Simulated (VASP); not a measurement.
BaS, 2 atoms in the cell. It takes space group Fm-3m (No. 225, cubic). Conventional cell: a = 6.388 Å, b = 6.388 Å, c = 6.388 Å, α = 90.00°, β = 90.00°, γ = 90.00°. Ba (site symmetry m-3m) has 6 S at 3.19 Å within 4.2 Å. Within 4.2 Å of S (site symmetry m-3m) lie 6 Ba at 3.19 Å. 

- Program: VASP 6.6.1
- Task: single point
- Functional: PBE
- Potentials or basis: VASP PAW PBE potentials, release 64 (Ba_sv, S)
- Cutoff: 520 eV
- k mesh: 8 × 8 × 8
- Occupations: fermi-dirac, width 0.02 eV
- Spin: non-collinear spin, zero start, spin-orbit coupling
- Starting moments: [[0.0, 0.0, 0.0], [0.0, 0.0, 0.0]] μB
- Dipole correction: no
- Further INCAR settings: ALGO = Normal; EDIFF = 1e-07; NBANDS = 28

Potentials or basis: VASP PAW PBE potentials, release 64 (Ba_sv, S).

The run is started by

```sh
$ cat potpaw_PBE.64/Ba_sv/POTCAR potpaw_PBE.64/S/POTCAR > POTCAR
$ mpirun -np 1 vasp_ncl > vasp.out
```

Hardware: 1 thread of Intel(R) Xeon(R) 6975P-C (Granite Rapids) (shared host).

Question: How long does it take, and how much memory?

Answer: It took 65 s on 1 thread of Intel(R) Xeon(R) 6975P-C (Granite Rapids), with other jobs on the host, peak memory 0.4 GiB. Counts: scf iterations 15, k points 29.
